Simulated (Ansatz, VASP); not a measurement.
BeZn4O: VASP beside Ansatz

```
Be Zn O
1.0
     3.80797    0.00000    0.00000
     0.00000    3.80797    0.00000
     0.00000    0.00000    5.66254
Be Zn O
1 4 1
Direct
  0.50000 0.50000 0.50000
  0.50000 0.00000 0.74599
  0.00000 0.50000 0.25401
  0.50000 0.00000 0.25401
  0.00000 0.50000 0.74599
  0.00000 0.00000 0.00000
```

Change from the starting cell: species swapped into the Mg4SiGe type (P4/mmm, No. 123).

Alike in both runs: functional PBE; k mesh 4 × 4 × 4; occupations gaussian, width 0.1 eV; no spin polarisation.

Ansatz relaxed the structure, and its values are those at the end. VASP's run is a single point on that final structure, the one shown.

|  | VASP | Ansatz |
| --- | --- | --- |
| version | VASP 6.6.1 | Ansatz 0.2.0 |
| potentials or method | VASP PAW PBE potentials, release 64 (Be, Zn, O), cutoff 520 eV | scalar-relativistic, plane waves, PAW |
| valence electrons in the cell | 56 | 56 |

```tsv
	VASP	Ansatz	Ansatz less VASP
gap on the k mesh at the Fermi level (eV)	none	none	-
pressure (GPa)	0.1	-0.2	-0.22
```

A gap of «none» marks a metal or a gap that the smearing closes. With one functional, cell and mesh, what is left measures potentials, basis and numerics.

The k mesh is coarse, so the values compare programs but aren't converged.
